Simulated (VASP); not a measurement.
Set up this calculation in VASP 6.6.1, as the native input.

* Task: single point
* Functional: PBE
* Potentials or basis: VASP PAW PBE potentials, release 64 (Al)
* Cutoff: 520 eV
* k mesh: 17 × 17 × 17
* Occupations: fermi-dirac, width 0.1 eV
* Spin: no spin polarisation
* Dipole correction: no
* Further INCAR settings: ALGO = Normal; EDIFF = 1e-06; NBANDS = 8

The structure of Al lies in POSCAR:

```
Al
1.0
    0.0000000000      1.9376641381      1.9376641381
    1.9376641381      0.0000000000      1.9376641381
    1.9376641381      1.9376641381      0.0000000000
Al
1
Direct
    0.0000000000      0.0000000000      0.0000000000
```

The input as run:

INCAR

```
SYSTEM = Al
PREC = Accurate ; ENCUT = 520
EDIFF = 1E-6 ; ISMEAR = -1
SIGMA = 0.1 ; LREAL = .FALSE.
LASPH = .TRUE. ; NELM = 60
ALGO = Normal ; ISIF = 2
LWAVE = .FALSE. ; LCHARG = .FALSE.
GGA = PE ; NBANDS = 8
```

KPOINTS

```
Automatic mesh
0
G
  17 17 17
  0 0 0
```

Potentials or basis: VASP PAW PBE potentials, release 64 (Al).

Run with:

```console
$ cat potpaw_PBE.64/Al/POTCAR > POTCAR
$ mpirun -np 1 vasp_std > vasp.out
```

Results of the run:

* Pressure: 13.0 GPa

Run time: 5.4 s on 1 thread of Intel(R) Xeon(R) 6975P-C (Granite Rapids) (shared host), peak memory 0.12 GiB.
